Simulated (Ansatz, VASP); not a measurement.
# Two plane-wave programs on PtS2

```
Pt S
1.0
     1.75461    1.00167    5.52305
    -1.77427    1.03573    5.52305
     0.01966   -2.03740    5.52305
Pt S
1 2
Direct
  0.00000 0.00000 0.00000
  0.25469 0.26186 0.25835
  0.74531 0.73814 0.74165
```

Change from the starting cell: shear_xy strain -1.9%.

Alike in both runs: task single point; functional PBE; k mesh 8 × 8 × 8; occupations fermi-dirac, width 0.02 eV; no spin polarisation.

|  | VASP | Ansatz |
| --- | --- | --- |
| version | VASP 6.6.1 | Ansatz 0.2.0 |
| potentials or method | VASP PAW PBE potentials, release 64 (Pt, S) | plane waves, PAW |
| plane-wave cutoff (eV) | 520 | 420 |
| valence electrons in the cell | 22 | 30 |

```tsv
	VASP	Ansatz	Ansatz less VASP
gap on the k mesh at the Fermi level (eV)	0.98	0.98	-0.002
pressure (GPa)	3.0	3.5	+0.44
traceless stress, the component that is largest in VASP (GPa)	1.10	1.10	0.000
rms of the force components (eV/Å)	0.006	0.024	+0.0184
```

Atom by atom the forces differ by 0.019 eV/Å (rms over components). VASP's potentials hold 22 valence electrons a cell and Ansatz's 30, so a difference there can come from the potentials and not from the codes.

Spin-orbit coupling is off throughout.
